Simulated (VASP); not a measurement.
**Zn5Ga3N3O5: single point with HF**

Crystal: Zn5Ga3N3O5.

```
Ga Zn O N
1.0
     6.42871    0.00000    0.00000
     0.00000    5.56743    0.00000
     0.00000    0.00000    5.20498
Ga Zn O N
3 5 5 3
Direct
  0.26289 0.16119 0.45926
  0.00825 0.67416 0.51677
  0.47237 0.31354 0.00170
  0.74633 0.18688 0.49180
  0.45718 0.66785 0.48168
  0.00518 0.33068 0.03007
  0.22128 0.82971 0.02719
  0.75320 0.81472 0.99380
  0.98359 0.34026 0.39095
  0.26526 0.84439 0.37360
  0.98842 0.67892 0.86401
  0.75539 0.18579 0.86409
  0.50866 0.66111 0.85323
  0.51916 0.34209 0.37261
  0.74901 0.85172 0.38600
  0.24442 0.18501 0.86079
```

```
Program             : VASP 6.6.1
Task                : single point
Functional          : HF
Potentials or basis : VASP PAW PBE potentials, release 64 (Ga_d, Zn, O, N)
Cutoff              : 520 eV
k mesh              : 1 × 1 × 1, shifted
Occupations         : gaussian, width 0.05 eV
Spin                : no spin polarisation
```

| Property | Result |
| --- | --- |
| Pressure | 4.7 GPa |
| Largest force | 9.007 eV/Å |
| Band gap on the k mesh | 12.34 eV |

Forces on the atoms (eV/Å):
```
Ga   1.113  3.157  4.165
Ga  -4.825  1.196 -1.412
Ga   4.833  1.913 -0.716
Zn  -0.314 -2.742  1.912
Zn   8.035 -3.066  2.679
Zn  -1.666 -0.493 -2.695
Zn   1.434  0.962 -4.075
Zn  -2.474  2.067  1.645
O    5.186  2.321  0.036
O   -6.211  2.265 -0.021
O    3.052 -1.870 -0.632
O   -1.521  0.517  2.118
O   -2.425 -1.293  1.883
N   -6.366 -0.222 -3.014
N    3.001 -2.591 -0.553
N   -0.851 -2.120 -1.320
```

Stress tensor (GPa, compression positive):
```
-5.81 -3.74  3.48
-3.74  6.87  0.44
 3.48  0.44 13.16
```

Levels at points of the mesh, in eV from the valence-band top:
```csv
k point,band 68,band 69,band 70,band 71,band 72,band 73,band 74,band 75,band 76,band 77
"(0.50, 0.50, 0.50)",-1.73,-1.49,-0.64,-0.24,0.00,12.34,13.32,13.67,14.31,15.03
```

Wall time 6.8 min on 1 thread of AMD EPYC 7R13, on a shared host, peak memory 0.29 GiB.

Caveat: the k points lie up to 1.21 Å⁻¹ apart; the PAW data sets were made with another functional, which shifts forces and pressure a little. A k mesh can miss the band edges.
